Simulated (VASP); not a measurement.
A run of VASP 6.6.1 is set up as follows.

File POSCAR:

```
C
1.0
    0.0000000000      1.8068380860      1.8068380860
    1.8068380860      0.0000000000      1.8068380860
    1.8068380860      1.8068380860      0.0000000000
C
2
Direct
    0.7500000000      0.7500000000      0.7500000000
    0.5000000000      0.5000000000      0.5000000000
```

File INCAR.step1:

```
  PREC = Accurate
  ENCUT = 520
  ISMEAR = -1
  SIGMA = 0.05
  LREAL = False
  LASPH = True
  NELM = 100
  NBANDS = 11
  GGA = PE
  ALGO = Normal
  EDIFF = 1E-4
  LWAVE = True
  LCHARG = False
```

Contents of INCAR.step2:

```
  PREC = Accurate
  ENCUT = 520
  EDIFF = 1E-6
  ISMEAR = -1
  SIGMA = 0.05
  LREAL = False
  LASPH = True
  NELM = 100
  ALGO = Normal
  ISIF = 2
  LWAVE = False
  LCHARG = False
  METAGGA = R2SCAN
  LMIXTAU = True
  LUSE_VDW = True
  IVDW_NL = 2
  BPARAM = 11.95
  CPARAM = 0.0093
  NBANDS = 11
  ISTART = 1
```

KPOINTS

```
regular mesh
0
Gamma
  13 13 13
```

Potentials or basis: VASP PAW PBE potentials, release 64 (C).

The run is started by

```sh
$ cat potpaw_PBE.64/C/POTCAR > POTCAR
$ cp INCAR.step1 INCAR
$ mpirun -np 1 vasp_std > vasp.out
$ cp INCAR.step2 INCAR
$ mpirun -np 1 vasp_std > vasp.out
```

Q: What does it give for the band gap on the k mesh?

A: 4.22 eV, indirect (least direct gap 5.72 eV).

Q: Predict the pressure.

A: -18.5 GPa.

Caveat: the PAW data sets were made with another functional, which shifts forces and pressure a little. A k mesh can miss the band edges.
